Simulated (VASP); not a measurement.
A run of VASP 6.6.1:

Contents of INCAR:

```
ALGO = Normal
EDIFF = 1E-6
ENCUT = 500
GGA = PE
GGA_COMPAT = F
ISIF = 2
ISMEAR = -1
LASPH = T
LCHARG = F
LREAL = F
LWAVE = F
NBANDS = 32
NELM = 120
PREC = Accurate
SIGMA = 0.1
```

Contents of KPOINTS:

```
k-points
0
Gamma
  12 12 4
```

The input POSCAR:

```
Hg
1.0
    3.6599249768      0.0000000000      0.0000000000
   -1.8299624884      3.1695880058      0.0000000000
    0.0000000000      0.0000000000     11.5944552108
Hg
4
Direct
    0.0000000000      1.0000000000      0.0000000000
    0.0000000000      1.0000000000      0.5000000000
    0.3333333333      0.6666666667      0.2500000000
    0.6666666667      0.3333333333      0.7500000000
```

Potentials or basis: VASP PAW PBE potentials, release 64 (Hg).

Launch:

```console
$ cat potpaw_PBE.64/Hg/POTCAR > POTCAR
$ mpirun -np 1 vasp_std > vasp.out
```

Hardware: 1 thread of Intel(R) Xeon(R) 6975P-C (Granite Rapids), on a shared host.

Problem. How long does it take, and how much memory?

Solution. It took 80 s on 1 thread of Intel(R) Xeon(R) 6975P-C (Granite Rapids) (shared host), peak memory 0.34 GiB. Counts: scf iterations 11, k points 57.
